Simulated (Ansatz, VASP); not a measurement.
# Two plane-wave programs on BN

```
B N
1.0
     2.55394    0.00000    0.00000
    -1.27697    2.21178    0.00000
     0.00000    0.00000    4.22685
B N
2 2
Cartesian
  1.2770 1.0173 4.2257
  0.0000 1.1944 2.1123
  1.2770 0.4373 2.6430
  0.0000 1.7745 0.5295
```

Change from the starting cell: mode 4 (471.6 1/cm) frozen in, largest displacement +0.300 Å.

Alike in both runs: task single point; functional PBE; k mesh 12 × 12 × 6; occupations gaussian, width 0.05 eV; no spin polarisation.

|  | VASP | Ansatz |
| --- | --- | --- |
| version | VASP 6.6.1 | Ansatz 0.2.0 |
| potentials or method | VASP PAW PBE potentials, release 64 (B, N), cutoff 520 eV | scalar-relativistic, plane waves, PAW |
| valence electrons in the cell | 16 | 16 |

Ansatz gave:

| Property | Result |
| --- | --- |
| gap on the k mesh at the Fermi level (eV) | 3.47 |
| least direct gap on the mesh (eV) | 6.40 |
| pressure (GPa) | 0.3 |
| traceless stress, the component that is largest in VASP (GPa) | 16.67 |
| rms of the force components (eV/Å) | 1.848 |

Task: Estimate VASP's values.

Result: gap on the k mesh at the Fermi level (eV): 3.46; least direct gap on the mesh (eV): 6.39; pressure (GPa): 0.4; traceless stress, the component that is largest in VASP (GPa): 16.45; rms of the force components (eV/Å): 1.848.

Atom by atom the forces differ by 0.006 eV/Å (rms over components). With one functional, cell and mesh, what is left measures potentials, basis and numerics.
